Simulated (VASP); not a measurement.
Write the native input for VASP 6.6.1 that does the following.

- Task: single point
- Functional: PBE
- Potentials or basis: VASP PAW PBE potentials, release 64 (Cd, O)
- Cutoff: 600 eV
- k mesh: 6 × 6 × 6
- Occupations: tetrahedron
- Spin: no spin polarisation
- Dipole correction: no
- Further INCAR settings: ALGO = Normal; EDIFF = 1e-06; NBANDS = 16

The structure of CdO lies in POSCAR:

```
CdO
1.0
    0.0000000000      2.2752842938      2.2752842938
    2.2752842938      0.0000000000      2.2752842938
    2.2752842938      2.2752842938      0.0000000000
Cd O
1 1
Direct
    0.0000000000      0.0000000000      0.0000000000
    0.5000000000      0.5000000000      0.5000000000
```

These files were run (other wordings do the same):

INCAR

```
ALGO = Normal ; EDIFF = 1E-6
ENCUT = 600 ; GGA = PE
GGA_COMPAT = False ; ISIF = 2
ISMEAR = -4 ; LASPH = True
LCHARG = False ; LREAL = False
LWAVE = False ; NBANDS = 16
NELM = 120 ; PREC = Accurate
SIGMA = 0.1
```

KPOINTS

```
k-points
0
Gamma
  6 6 6
```

Potentials or basis: VASP PAW PBE potentials, release 64 (Cd, O).

The run is started by

```console
$ cat potpaw_PBE.64/Cd/POTCAR potpaw_PBE.64/O/POTCAR > POTCAR
$ mpirun -np 1 vasp_std > vasp.out
```

Results of the run:

| Property | Result |
| --- | --- |
| Pressure | 26.6 GPa |
| Band gap on the k mesh | zero (band 9 reaches 3.04 eV, above the bottom of band 10 at 2.79 eV) |

Caveat: the k points lie up to 0.40 Å⁻¹ apart.

It took 5.2 s on 1 thread of Intel(R) Xeon(R) 6975P-C (Granite Rapids), with other jobs on the host, peak memory 0.15 GiB.
